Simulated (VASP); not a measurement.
Wanted: the native input for a VASP 6.6.1 run.

| Quantity | Value |
| --- | --- |
| Task | single point |
| Functional | PBE |
| Potentials or basis | VASP PAW PBE potentials, release 64 (Hf_pv, As) |
| Cutoff | 520 eV |
| k mesh | 2 × 2 × 4 |
| Occupations | gaussian, width 0.1 eV |
| Spin | no spin polarisation |
| Dipole correction | no |
| Further INCAR settings | ALGO = Normal; EDIFF = 1e-06; NBANDS = 46 |

The structure of Hf2As3 lies in POSCAR:

```
Hf2As3
1.0
    7.3670066109      0.0000000000      0.0000000000
    0.0000000000      7.3670066109      0.0000000000
    0.0000000000      0.0000000000      3.5798037319
Hf As
4 6
Direct
    0.3412699462      0.8412699462      0.0000000000
    0.1587300538      0.3412699462      0.0000000000
    0.6587300538      0.1587300538      0.0000000000
    0.8412699462      0.6587300538      0.0000000000
    0.0000000000      0.0000000000      0.0000000000
    0.5000000000      0.5000000000      0.0000000000
    0.1392635923      0.6392635923      0.5000000000
    0.3607364077      0.1392635923      0.5000000000
    0.8607364077      0.3607364077      0.5000000000
    0.6392635923      0.8607364077      0.5000000000
```

One way to write it, as run:

INCAR

```
SYSTEM = Hf2As3
ALGO = Normal
EDIFF = 1E-6
ENCUT = 520
GGA = PE
ISIF = 2
ISMEAR = 0
LASPH = .True.
LCHARG = .False.
LREAL = .False.
LWAVE = .False.
NBANDS = 46
NELM = 60
PREC = Accurate
SIGMA = 0.1
```

KPOINTS

```
k-points
0
Gamma
  2 2 4
  0 0 0
```

Potentials or basis: VASP PAW PBE potentials, release 64 (Hf_pv, As).

Command:

```console
$ cat potpaw_PBE.64/Hf_pv/POTCAR potpaw_PBE.64/As/POTCAR > POTCAR
$ mpirun -np 1 vasp_std > vasp.out
```

Results of the run:

- Pressure: -0.3 GPa
- Largest force: 0.007 eV/Å
- Band gap on the k mesh: zero (band 35 reaches 6.67 eV, above the bottom of band 36 at 5.10 eV)

Caveat: the k points lie up to 0.44 Å⁻¹ apart; spin-orbit coupling is left out, which moves the levels of the heavy elements.

Run time: 43 s on 1 thread of Intel(R) Xeon(R) 6975P-C (Granite Rapids), with other jobs on the host, peak memory 0.3 GiB.
